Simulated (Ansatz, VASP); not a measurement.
One calculation of LaCo2BOs2, two programs

```
CELL_PARAMETERS angstrom
4.16568 0.00000 0.00000
0.00000 4.16568 0.00000
0.00000 0.00000 5.60104
ATOMIC_POSITIONS crystal
La 0.00000 0.00000 0.50000
B 0.00000 0.00000 0.00000
Os 0.50000 0.50000 0.25370
Os 0.50000 0.50000 0.74630
Co 0.00000 0.50000 0.00000
Co 0.50000 0.00000 0.00000
```

Alike in both runs: task single point; functional PBE; k mesh 8 × 8 × 6; no spin polarisation.

|  | VASP | Ansatz |
| --- | --- | --- |
| version | VASP 6.6.1 | Ansatz 0.2.0 |
| potentials or method | VASP PAW PBE potentials, release 64 (La, B, Os, Co), cutoff 520 eV | PAW plane waves |
| occupations | fermi-dirac, width 0.1 eV | fermi-dirac |
| valence electrons in the cell | 48 | 80 |

Ansatz gave:

```
pressure (GPa)                                                : -8.8
traceless stress, the component that is largest in VASP (GPa) : -5.24
rms of the force components (eV/Å)                            : 0.771
```

Problem. What did VASP give for the same quantities?

Solution. Pressure (GPa): -9.1; traceless stress, the component that is largest in VASP (GPa): -5.22; rms of the force components (eV/Å): 0.764.

Atom by atom the forces differ by 0.007 eV/Å (rms over components). VASP's potentials hold 48 valence electrons a cell and Ansatz's 80, so a difference there can come from the potentials and not from the codes.

Neither program's run includes spin-orbit coupling.
